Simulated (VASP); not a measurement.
# MgO (kpat) (Fm-3m) in VASP: a series of runs

The runs below take MgO (kpat) through single point, relaxation of the atoms, with PBE.

Everything below comes from runs of VASP 6.6.1. Logs are shortened: lines on timing, memory, paths and dates and some standing lists are left out, and cuts for length are marked.

### 1 The cell of the first run

It takes space group Fm-3m (No. 225, cubic). Conventional cell: a = 4.161 Å, b = 4.161 Å, c = 4.161 Å, α = 90.00°, β = 90.00°, γ = 90.00°. Mg (site symmetry m-3m) has 6 O at 2.08 Å within 2.8 Å. Within 2.8 Å of O (site symmetry m-3m) lie 6 Mg at 2.08 Å.

### 2 Single point, PBE (strained cell)

File INCAR:

```
PREC = Accurate
ENCUT = 520
EDIFF = 1E-7
ISMEAR = 0
SIGMA = 0.02
LREAL = False
LASPH = True
NELM = 80
ALGO = Normal
ISIF = 2
LWAVE = False
LCHARG = False
GGA = PE
NBANDS = 11
```

File KPOINTS:

```
regular mesh
0
Gamma
  10 10 10
```

File POSCAR:

```
MgO
1.0
    0.0000000000      2.0803454603      2.0803454603
    2.0803454603      0.0000000000      2.0803454603
    2.0803454603      2.0803454603      0.0000000000
Mg O
1 1
Direct
    0.0000000000      0.0000000000      0.0000000000
    0.5000000000      0.5000000000      0.5000000000
```

Potentials or basis: VASP PAW PBE potentials, release 64 (Mg, O).

On the command line:

```bash
> cat potpaw_PBE.64/Mg/POTCAR potpaw_PBE.64/O/POTCAR > POTCAR
> mpirun -np 1 vasp_std > vasp.out
```

OUTCAR:

```text
PREC = Accurate
   ENCUT = 520
   EDIFF = 1E-7
   ISMEAR = 0
   LREAL = False
   LASPH = True
   NELM = 80
   ISIF = 2
   GGA = PE

 ion  position               nearest neighbor table
   1  0.000  0.000  0.000-   2 2.08   2 2.08   2 2.08   2 2.08   2 2.08   2 2.08
   2  0.500  0.500  0.500-   1 2.08   1 2.08   1 2.08   1 2.08   1 2.08   1 2.08

  LATTYP: Found a face centered cubic cell.
 ALAT       =     4.1606909206

  Lattice vectors:

 A1 = (   0.0000000000,   2.0803454603,   2.0803454603)
 A2 = (   2.0803454603,   0.0000000000,   2.0803454603)
 A3 = (   2.0803454603,   2.0803454603,   0.0000000000)

Analysis of symmetry for initial positions (statically):
=====================================================================
 Subroutine PRICEL returns:
 Original cell was already a primitive cell.

 Routine SETGRP: Setting up the symmetry group for a
 face centered cubic supercell.

 Subroutine GETGRP returns: Found 48 space group operations
 (whereof 48 operations were pure point group operations)
 out of a pool of 48 trial point group operations.

The static configuration has the point symmetry O_h .

Analysis of symmetry for dynamics (positions and initial velocities):
=====================================================================
 Subroutine PRICEL returns:
 Original cell was already a primitive cell.

 Routine SETGRP: Setting up the symmetry group for a
 face centered cubic supercell.

 Subroutine GETGRP returns: Found 48 space group operations
 (whereof 48 operations were pure point group operations)
 out of a pool of 48 trial point group operations.

The dynamic configuration has the point symmetry O_h .

 Subroutine INISYM returns: Found 48 space group operations
 (whereof 48 operations are pure point group operations),
 and found     1 'primitive' translations

----------------------------------------------------------------------------------------

                                     Primitive cell

  volume of cell :      18.0068

  direct lattice vectors                    reciprocal lattice vectors
     0.000000000  2.080345460  2.080345460    -0.240344697  0.240344697  0.240344697
     2.080345460  0.000000000  2.080345460     0.240344697 -0.240344697  0.240344697
     2.080345460  2.080345460  0.000000000     0.240344697  0.240344697 -0.240344697

  length of vectors
     2.942052764  2.942052764  2.942052764     0.416289227  0.416289227  0.416289227

  position of ions in fractional coordinates (direct lattice)
     0.000000000  0.000000000  0.000000000
     0.500000000  0.500000000  0.500000000

  ion indices of the primitive-cell ions
   primitive index   ion index
                 1           1
                 2           2

----------------------------------------------------------------------------------------

 KPOINTS: regular mesh

Automatic generation of k-mesh.
 Grid dimensions read from file:
 generate k-points for:   10   10   10

 Generating k-lattice:

  Cartesian coordinates                     Fractional coordinates (reciprocal lattice)
    -0.024034470  0.024034470  0.024034470     0.100000000  0.000000000  0.000000000
     0.024034470 -0.024034470  0.024034470     0.000000000  0.100000000  0.000000000
     0.024034470  0.024034470 -0.024034470     0.000000000  0.000000000  0.100000000

  Length of vectors
     0.041628923  0.041628923  0.041628923

  Shift w.r.t. Gamma in fractional coordinates (k-lattice)
     0.000000000  0.000000000  0.000000000

 Subroutine IBZKPT returns following result:
 ===========================================

 Found     47 irreducible k-points:

 Following reciprocal coordinates:
            Coordinates               Weight
  0.000000  0.000000  0.000000      1.000000
  0.100000  0.000000  0.000000      8.000000
  0.200000  0.000000  0.000000      8.000000
  0.300000  0.000000  0.000000      8.000000
  0.400000  0.000000  0.000000      8.000000
  0.500000  0.000000  0.000000      4.000000
[... 16 lines left out ...]
  0.300000  0.300000  0.000000      6.000000
  0.400000  0.300000  0.000000     24.000000
 [... further k-points ...]
   k-points           NKPTS =     47   k-points in BZ     NKDIM =     47   number of bands    NBANDS=     11
   number of dos      NEDOS =    301   number of ions     NIONS =      2
   total plane-waves  NPLWV =  13824
   dimension x,y,z NGX =    24 NGY =   24 NGZ =   24
   dimension x,y,z NGXF=    48 NGYF=   48 NGZF=   48
   ions per type =               1   1
   NGX,Y,Z   is equivalent  to a cutoff of  13.56, 13.56, 13.56 a.u.
   NGXF,Y,Z  is equivalent  to a cutoff of  27.12, 27.12, 27.12 a.u.
 SYSTEM =  unknown system
   PREC   = accura    normal or accurate (medium, high low for compatibility)
   ISTART =      0    job   : 0-new  1-cont  2-samecut
   ICHARG =      2    charge: 1-file 2-atom 10-const
   ISPIN  =      1    spin polarized calculation?
   LNONCOLLINEAR =      F non collinear calculations
   LSORBIT =      F    spin-orbit coupling
   LASPH  =      T    aspherical Exc in radial PAW
   ENCUT  =  520.0 eV  38.22 Ry    6.18 a.u.   5.47  5.47  5.47*2*pi/ulx,y,z
   NELM   =     80;   NELMIN=  2; NELMDL= -5     # of ELM steps
   EDIFF  = 0.1E-06   stopping-criterion for ELM
   LREAL  =      F    real-space projection
   EDIFFG = 0.1E-05   stopping-criterion for IOM
   NSW    =      0    number of steps for IOM
   IBRION =     -1    ionic relax: 0-MD 1-quasi-New 2-CG
   NFREE  =      0    steps in history (QN), initial steepest desc. (CG)
   ISIF   =      2    stress and relaxation
   ISYM   =      2    0-nonsym 1-usesym 2-fastsym
   POTIM  = 0.5000    time-step for ionic-motion
   TEBEG  =    0.0;   TEEND  =   0.0 temperature during run
   PSTRESS=    0.0 pullay stress
   NELECT =       8.0000    total number of electrons
   NUPDOWN=      -1.0000    fix difference up-down
   EMIN   =  10.00;   EMAX   =-10.00  energy-range for DOS
   EFERMI =   0.00;   METHOD = LEGACY
   ISMEAR =     0;   SIGMA  =   0.02  broadening in eV -4-tet -1-fermi 0-gaus
   EFERMI_NEDOS =   21; number of points for ismear=-14 and -15
   IALGO  =     38    algorithm
   IMIX   =      4    mixing-type and parameters
     AMIX     =   0.40;   BMIX     =  1.00
     AMIX_MAG =   1.60;   BMIX_MAG =  1.00
  volume/ion in A,a.u.               =       9.00        60.76
  Fermi-wavevector in a.u.,A,eV,Ry     =   1.249183  2.360613 21.231319  1.560458
  Thomas-Fermi vector in A             =   2.383235
   LORBIT       =      0    0 simple, 1 ext, 2 COOP (PROOUT), +10 PAW based schemes
   GGA     = PE    functional components
   LHFCALC =     F    Hartree Fock is set to
   AEXX    =    0.0000 exact exchange contribution
   IVDW    =     0    specifies the selected vdW correction
   LEPSILON=     F    determine dielectric tensor
   LRPA    =     F    only Hartree local field effects (RPA)
 non-spin polarized calculation
 Gauss-broadening in eV      SIGMA  =   0.02
  energy-cutoff  :      520.00
  volume of cell :       18.01
 maximum number of plane-waves:       531
 NGX is ok and might be reduce to    24
   NGX = 11   NGY = 11   NGZ = 11

 number of electron       8.0000001 magnetization

 Free energy of the ion-electron system (eV)
  ---------------------------------------------------
  ext. energy  EPLUGINS =         0.00000000
  ---------------------------------------------------
  free energy    TOTEN  =       -11.87434231 eV

  energy without entropy =      -11.87434231  energy(sigma->0) =      -11.87434231

 E-fermi :   3.6117     XC(G=0): -11.2544

 val. band max:        3.4688691798   @ k =   0.0000   0.0000   0.0000
 cond. band min:       8.5620814692   @ k =   0.0000   0.0000   0.0000
 fundamental gap:      5.0932122894
 Fermi energy:         3.6117105287

 k-point     1 :       0.0000    0.0000    0.0000
  band No.  band energies     occupation
      1     -13.9879      2.00000
      2       3.4689      2.00000
      3       3.4689      2.00000
      4       3.4689      2.00000
      5       8.5621      0.00000
      6      19.4768      0.00000
      7      19.4768      0.00000
      8      19.4768      0.00000
      9      23.4918      0.00000
     10      25.3096      0.00000
     11      25.3096      0.00000

 k-point     2 :       0.1000    0.0000    0.0000
  band No.  band energies     occupation
      1     -13.8750      2.00000
      2       2.8099      2.00000
      3       3.3968      2.00000
      4       3.3968      2.00000
      5       9.1867      0.00000
      6      18.2169      0.00000
      7      19.7310      0.00000
      8      19.7310      0.00000
      9      24.6341      0.00000
     10      24.6341      0.00000
     11      25.2178      0.00000

 k-point     3 :       0.2000    0.0000    0.0000
  band No.  band energies     occupation
      1     -13.5645      2.00000
      2       1.4522      2.00000
      3       3.2144      2.00000
      4       3.2144      2.00000
      5      10.3778      0.00000
      6      16.7163      0.00000
      7      20.2624      0.00000
      8      20.2624      0.00000
      9      23.9566      0.00000
     10      23.9566      0.00000
     11      26.3321      0.00000

 k-point     4 :       0.3000    0.0000    0.0000
  band No.  band energies     occupation
      1     -13.1438      2.00000
      2       0.0773      2.00000
      3       3.0002      2.00000
      4       3.0002      2.00000
      5      11.2756      0.00000
      6      16.1025      0.00000
      7      20.4470      0.00000
      8      20.4470      0.00000
      9      24.3954      0.00000
     10      24.3954      0.00000
     11      25.7288      0.00000
[... 239 lines left out ...]
 k-point    22 :      -0.2000    0.2000    0.0000
  band No.  band energies     occupation
      1     -13.0194      2.00000
      2       0.2824      2.00000
      3       2.0737      2.00000
      4       2.9939      2.00000
      5      12.2790      0.00000
      6      15.5775      0.00000
      7      19.0025      0.00000
      8      21.7154      0.00000
      9      22.2222      0.00000
     10      25.2737      0.00000
     11      28.9679      0.00000

 k-point    23 :       0.3000    0.3000    0.0000
  band No.  band energies     occupation
      1     -12.9296      2.00000
      2       0.2192      2.00000
      3       2.4936      2.00000
      4       2.4937      2.00000
      5      12.7178      0.00000
      6      13.9766      0.00000
      7      18.3114      0.00000
      8      21.8587      0.00000
      9      21.8587      0.00000
     10      28.0313      0.00000
     11      31.6180      0.00000

 k-point    24 :       0.4000    0.3000    0.0000
  band No.  band energies     occupation
      1     -12.6637      2.00000
      2      -0.2278      2.00000
      3       2.1121      2.00000
      4       2.3401      2.00000
      5      13.3675      0.00000
      6      13.8110      0.00000
      7      17.4701      0.00000
      8      22.1385      0.00000
      9      22.3519      0.00000
     10      28.8141      0.00000
     11      31.1999      0.00000

 [... further k-points ...]
[... 5 lines left out ...]
  --------------------------------------------------------------------------------------
  -------------------------------------------------------------------------------------
  Total        1.1962561      1.1962561      1.1962561     -0.0000000     -0.0000000      0.0000000
  in kB      106.4384079    106.4384079    106.4384079     -0.0000000     -0.0000000      0.0000000
  external PRESSURE =     106.4384079 kB  Pullay stress =       0.0000000 kB

 VOLUME and BASIS-vectors are now :
 -----------------------------------------------------------------------------
  energy-cutoff  :      520.00
  volume of cell :       18.01
      direct lattice vectors                 reciprocal lattice vectors
     0.000000000  2.080345460  2.080345460    -0.240344697  0.240344697  0.240344697
     2.080345460  0.000000000  2.080345460     0.240344697 -0.240344697  0.240344697
     2.080345460  2.080345460  0.000000000     0.240344697  0.240344697 -0.240344697

 POSITION                                       TOTAL-FORCE (eV/Angst)
 -----------------------------------------------------------------------------------
      0.00000      0.00000      0.00000         0.000000     -0.000000      0.000000
      2.08035      2.08035      2.08035        -0.000000      0.000000     -0.000000
 -----------------------------------------------------------------------------------
    total drift:                               -0.000000     -0.000000      0.000000

  FREE ENERGIE OF THE ION-ELECTRON SYSTEM (eV)
  ---------------------------------------------------
  free  energy   TOTEN  =       -11.8743423108 eV

  energy  without entropy=      -11.8743423108  energy(sigma->0) =      -11.87434231
```

It took 8.2 s on 1 thread of AMD EPYC 9R14 (Zen 4), shared host; peak memory 0.11 GiB.

Results:

| Property | Result |
| --- | --- |
| Free energy | -11.8743 eV |
| Pressure | 10.6 GPa |
| Band gap on the k mesh | 5.09 eV, direct |

Caveat: the cell differs from its parent crystal (strained cell).

### 3 Relaxation of the atoms, PBE (strained cell)

File INCAR:

```
SYSTEM = MgO
PREC = Accurate ; ENCUT = 520
EDIFF = 1E-7 ; ISMEAR = 0
SIGMA = 0.02 ; LREAL = .FALSE.
LASPH = .TRUE. ; NELM = 60
ALGO = Normal ; ISIF = 2
LWAVE = .FALSE. ; LCHARG = .FALSE.
GGA = PE ; IBRION = 2
NSW = 60 ; EDIFFG = -0.002
```

File KPOINTS:

```
Automatic mesh
0
G
  10 10 10
  0 0 0
```

POSCAR is that of step 2.

Potentials or basis: VASP PAW PBE potentials, release 64 (Mg, O).

On the command line:

```bash
> cat potpaw_PBE.64/Mg/POTCAR potpaw_PBE.64/O/POTCAR > POTCAR
> mpirun -np 1 vasp_std > vasp.out
```

OUTCAR:

```text
SYSTEM = MgO
   PREC = Accurate
   ENCUT = 520
   EDIFF = 1E-7
   ISMEAR = 0
   LREAL = .FALSE.
   LASPH = .TRUE.
   NELM = 60
   ISIF = 2
   GGA = PE
   IBRION = 2
   NSW = 60
   EDIFFG = -0.002

 ion  position               nearest neighbor table
   1  0.000  0.000  0.000-   2 2.08   2 2.08   2 2.08   2 2.08   2 2.08   2 2.08
   2  0.500  0.500  0.500-   1 2.08   1 2.08   1 2.08   1 2.08   1 2.08   1 2.08

  LATTYP: Found a face centered cubic cell.
 ALAT       =     4.1606909206
[... 447 lines left out ...]
      3       2.1121      2.00000
      4       2.3402      2.00000
      5      13.3675      0.00000
      6      13.8110      0.00000
      7      17.4701      0.00000
      8      22.1385      0.00000

 [... further k-points ...]
[... 5 lines left out ...]
  --------------------------------------------------------------------------------------
  -------------------------------------------------------------------------------------
  Total        1.1960899      1.1960899      1.1960899     -0.0000000      0.0000000     -0.0000000
  in kB      106.4236203    106.4236203    106.4236203     -0.0000000      0.0000000     -0.0000000
  external PRESSURE =     106.4236203 kB  Pullay stress =       0.0000000 kB

 VOLUME and BASIS-vectors are now :
 -----------------------------------------------------------------------------
  energy-cutoff  :      520.00
  volume of cell :       18.01
      direct lattice vectors                 reciprocal lattice vectors
     0.000000000  2.080345460  2.080345460    -0.240344697  0.240344697  0.240344697
     2.080345460  0.000000000  2.080345460     0.240344697 -0.240344697  0.240344697
     2.080345460  2.080345460  0.000000000     0.240344697  0.240344697 -0.240344697

 POSITION                                       TOTAL-FORCE (eV/Angst)
 -----------------------------------------------------------------------------------
      0.00000      0.00000      0.00000        -0.000000      0.000000      0.000000
      2.08035      2.08035      2.08035         0.000000     -0.000000      0.000000
 -----------------------------------------------------------------------------------
    total drift:                               -0.000000     -0.000000      0.000000

  FREE ENERGIE OF THE ION-ELECTRON SYSTEM (eV)
  ---------------------------------------------------
  free  energy   TOTEN  =       -11.8743422919 eV

  energy  without entropy=      -11.8743422919  energy(sigma->0) =      -11.87434229

 reached required accuracy - stopping structural energy minimisation
```

It took 7 s on 1 thread of AMD EPYC 9R14 (Zen 4), shared host; peak memory 0.11 GiB.

What came out:

| Property | Result |
| --- | --- |
| Free energy | -11.8743 eV |
| Pressure after relaxing | 10.6 GPa |
| Band gap on the k mesh | 5.09 eV, direct |

Final structure:
```
Mg O
1.0
     0.00000    2.08035    2.08035
     2.08035    0.00000    2.08035
     2.08035    2.08035    0.00000
Mg O
1 1
Cartesian
  0.0000 0.0000 0.0000
  2.0803 2.0803 2.0803
```

Caveat: the cell differs from its parent crystal (strained cell); the relaxation stopped at its first step, so nothing moved.
